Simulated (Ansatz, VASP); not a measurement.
## MgH2 in VASP and in Ansatz

Contents of POSCAR:

```
MgH2
1.0
    0.0000000000      2.4097414059      2.4097414059
    2.4097414059      0.0000000000      2.4097414059
    2.4097414059      2.4097414059      0.0000000000
Mg H
1 2
Direct
    0.0000000000      0.0000000000      0.0000000000
    0.7500000000      0.7500000000      0.7500000000
    0.2500000000      0.2500000000      0.2500000000
```

INCAR.step1

```
SYSTEM = MgH2
ALGO = Normal
EDIFF = 1E-4
ENCUT = 520
GGA = PE
ISMEAR = 0
LASPH = .True.
LCHARG = .False.
LREAL = .False.
LWAVE = .True.
NBANDS = 9
NELM = 60
PREC = Accurate
SIGMA = 0.1
```

INCAR.step2

```
SYSTEM = MgH2
ALGO = Normal
EDIFF = 1E-7
ENCUT = 520
ISIF = 2
ISMEAR = 0
ISTART = 1
LASPH = .True.
LCHARG = .False.
LMIXTAU = .True.
LREAL = .False.
LWAVE = .False.
METAGGA = R2SCAN
NBANDS = 9
NELM = 60
PREC = Accurate
SIGMA = 0.1
```

File KPOINTS:

```
k-points
0
Gamma
  16 16 16
  0 0 0
```

Input for Ansatz:

```yaml
crystal:
  lattice:
    - [0.0, 2.4097414059, 2.4097414059]
    - [2.4097414059, 0.0, 2.4097414059]
    - [2.4097414059, 2.4097414059, 0.0]
  atoms:
    - { symbol: Mg, position: [0.0, 0.0, 0.0] }
    - { symbol: H, position: [0.75, 0.75, 0.75] }
    - { symbol: H, position: [0.25, 0.25, 0.25] }
basis:
  ecutwfc: 500
kpoints:
  mp_grid: { grid: [16, 16, 16] }
hamiltonian:
  xc: r2scan
scf:
  occupations: { method: gaussian, width: 0.1 }
output:
  forces: true
  stress: true
  eigenvalues: true
```

Alike in both runs: task single point; functional r2SCAN; k mesh 16 × 16 × 16; occupations gaussian, width 0.1 eV; no spin polarisation.

|  | VASP | Ansatz |
| --- | --- | --- |
| version | VASP 6.6.1 | Ansatz 0.2.0 |
| potentials or method | VASP PAW PBE potentials, release 64 (Mg, H), cutoff 520 eV | scalar-relativistic, plane waves, PAW |
| valence electrons in the cell | 4 | 12 |

```tsv
	VASP	Ansatz	Ansatz less VASP
gap on the k mesh at the Fermi level (eV)	none	none	-
pressure (GPa)	-3.9	-3.3	+0.58
```

VASP's potentials were made for PBE, not for r2SCAN. A gap of «none» marks a metal or a gap that the smearing closes. VASP's potentials hold 4 valence electrons a cell and Ansatz's 12, so a difference there can come from the potentials and not from the codes.
